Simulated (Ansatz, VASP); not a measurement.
# Rh in VASP and in Ansatz

```
CELL_PARAMETERS angstrom
2.83361 0.00000 0.00000
-1.41681 2.45398 0.00000
0.00000 0.00000 4.21018
ATOMIC_POSITIONS crystal
Rh 0.66667 0.33333 0.75000
Rh 0.33333 0.66667 0.25000
```

Alike in both runs: task single point; functional PBEsol; k mesh 21 × 21 × 12; occupations gaussian, width 0.15 eV; no spin polarisation.

```csv
,VASP,Ansatz
version,VASP 6.6.1,Ansatz 0.2.0
potentials or method,"VASP PAW PBE potentials, release 64 (Rh_pv), cutoff 520 eV","scalar-relativistic, plane waves, PAW"
valence electrons in the cell,30,34
```

|  | VASP | Ansatz | Ansatz less VASP |
| --- | --- | --- | --- |
| gap on the k mesh at the Fermi level (eV) | none | none | - |
| pressure (GPa) | -16.4 | -16.3 | +0.07 |
| traceless stress, the component that is largest in VASP (GPa) | 10.05 | 10.07 | +0.019 |

VASP's potentials were made for PBE, not for PBEsol, and Ansatz warns of the same on its side. A gap of «none» marks a metal or a gap that the smearing closes. With one functional, cell and mesh, what is left measures potentials, basis and numerics. VASP's potentials hold 30 valence electrons a cell and Ansatz's 34, so a difference there can come from the potentials and not from the codes.
